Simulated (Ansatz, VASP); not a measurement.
K: VASP beside Ansatz

INCAR

```
ALGO = Fast ; EDIFF = 1E-6
ENCUT = 520 ; GGA = PS
ISIF = 2 ; ISMEAR = 0
LASPH = T ; LCHARG = F
LREAL = F ; LWAVE = F
NBANDS = 10 ; NELM = 80
PREC = Accurate ; SIGMA = 0.15
```

The input KPOINTS:

```
k-points
0
Gamma
  14 14 14
```

POSCAR

```
K
1.0
   -2.7489000000      2.7489000000      2.4871000000
    2.7489000000     -2.7489000000      2.4871000000
    2.7489000000      2.7489000000     -2.4871000000
K
1
Direct
    0.0000000000      0.0000000000      0.0000000000
```

Input for Ansatz:

```yaml
crystal:
  lattice:
    - [-2.7489, 2.7489, 2.4871]
    - [2.7489, -2.7489, 2.4871]
    - [2.7489, 2.7489, -2.4871]
  atoms:
    - { symbol: K, position: [0.0, 0.0, 0.0] }
basis:
  ecutwfc: 420
kpoints:
  mp_grid: { grid: [14, 14, 14] }
hamiltonian:
  xc: pbesol
scf:
  occupations: { method: gaussian, width: 0.15 }
output:
  forces: true
  stress: true
  eigenvalues: true
```

Change from the starting cell: strain +0.050 along x and y, -0.050 along z, atoms carried along.

Alike in both runs: task single point; functional PBEsol; k mesh 14 × 14 × 14; occupations gaussian, width 0.15 eV; no spin polarisation.

```csv
,VASP,Ansatz
version,VASP 6.6.1,Ansatz 0.2.0
potentials or method,"VASP PAW PBE potentials, release 64 (K_sv), cutoff 520 eV","scalar-relativistic, plane waves, PAW"
valence electrons in the cell,9,9
```

|  | VASP | Ansatz | Ansatz less VASP |
| --- | --- | --- | --- |
| gap on the k mesh at the Fermi level (eV) | none | none | - |
| pressure (GPa) | -0.2 | -0.2 | +0.01 |
| traceless stress, the component that is largest in VASP (GPa) | 0.08 | 0.08 | 0.000 |

VASP's potentials were made for PBE, not for PBEsol. A gap of «none» marks a metal or a gap that the smearing closes.
